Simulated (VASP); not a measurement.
CuO:

```
Cu O
1.0
     1.99097   -2.15355    0.00000
     1.99097    2.15355    0.00000
     0.00000    0.00000    5.15593
Cu O
2 2
Direct
  0.50000 0.00000 0.00000
  0.00000 0.50000 0.50000
  0.50000 0.50000 0.25000
  0.50000 0.50000 0.75000
```

* Program: VASP 6.6.1
* Task: relaxation of cell and atoms
* Functional: RPBE
* Potentials or basis: VASP PAW PBE potentials, release 64 (Cu, O)
* Cutoff: 600 eV
* k mesh: 9 × 9 × 5
* Occupations: fermi-dirac, width 0.05 eV
* Spin: no spin polarisation

At the start: pressure 7.2 GPa; volume 11.05 Å³/atom.

Q: Where does the relaxation end?

A: Over 12 steps the energy falls by 13.7 meV/atom and the volume is 11.66 Å³/atom (+5.5 %); space group P4_2/mmc (No. 131, to 0.05 Å).

Step by step:
```
step  energy change (eV)  largest force (eV/Å)  pressure (GPa)  volume (Å³)
   1              0.0000                0.0000            7.15        44.21
   2             -0.0342                0.0000           -3.03        47.45
   3             -0.0453                0.0000            0.07        46.32
   4             -0.0475                0.0000            0.08        46.41
   5             -0.0491                0.0000           -0.03        46.66
   6             -0.0494                0.0000           -0.03        46.59
   7             -0.0504                0.0000           -0.02        46.61
   8             -0.0527                0.0000           -0.07        46.65
   9             -0.0548                0.0000           -0.21        46.71
  10             -0.0548                0.0000           -0.21        46.72
  11             -0.0541                0.0000            0.84        46.33
  12             -0.0549                0.0000           -0.01        46.63
```

Final structure:
```
CELL_PARAMETERS angstrom
2.11910 -2.11593 0.00000
2.11910 2.11593 0.00000
0.00000 0.00000 5.19981
ATOMIC_POSITIONS crystal
Cu 0.50000 0.00000 0.00000
Cu 0.00000 0.50000 0.50000
O 0.50000 0.50000 0.25000
O 0.50000 0.50000 0.75000
```

Caveat: the PAW data sets were made with another functional, which shifts forces and pressure a little.
